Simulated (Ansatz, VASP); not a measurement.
Two plane-wave programs on SiC5

```xyz
6
Lattice="2.7247 0.0000 0.0000 -1.3624 2.3597 0.0000 0.0000 0.0000 6.7451" Properties=species:S:1:pos:R:3 pbc="T T T"
C     0.0000    0.0000   -0.1882
C     1.3624    0.7866    4.5170
C     0.0000    1.5731    2.4663
C     1.3624    0.7866    6.0456
C     0.0000    1.5731    3.9995
Si    0.0000    0.0000    1.7089
```

Alike in both runs: task single point; functional r2SCAN; k mesh 9 × 9 × 4; no spin polarisation.

|  | VASP | Ansatz |
| --- | --- | --- |
| version | VASP 6.6.1 | Ansatz 0.2.0 |
| potentials or method | VASP PAW PBE potentials, release 64 (C, Si) | plane waves, PAW |
| plane-wave cutoff (eV) | 520 | 500 |
| occupations | gaussian, width 0.01 eV | fixed |
| valence electrons in the cell | 24 | 24 |

Ansatz gave:

| Item | Value |
| --- | --- |
| gap on the k mesh at the Fermi level (eV) | 1.83 |
| pressure (GPa) | 0.0 |
| traceless stress, the component that is largest in VASP (GPa) | -0.01 |
| rms of the force components (eV/Å) | 0.001 |

Q: What did VASP give for the same quantities?

A: gap on the k mesh at the Fermi level (eV): 1.83; pressure (GPa): 0.3; traceless stress, the component that is largest in VASP (GPa): -0.15; rms of the force components (eV/Å): 0.029.

VASP's potentials were made for PBE, not for r2SCAN. Atom by atom the forces differ by 0.028 eV/Å (rms over components).
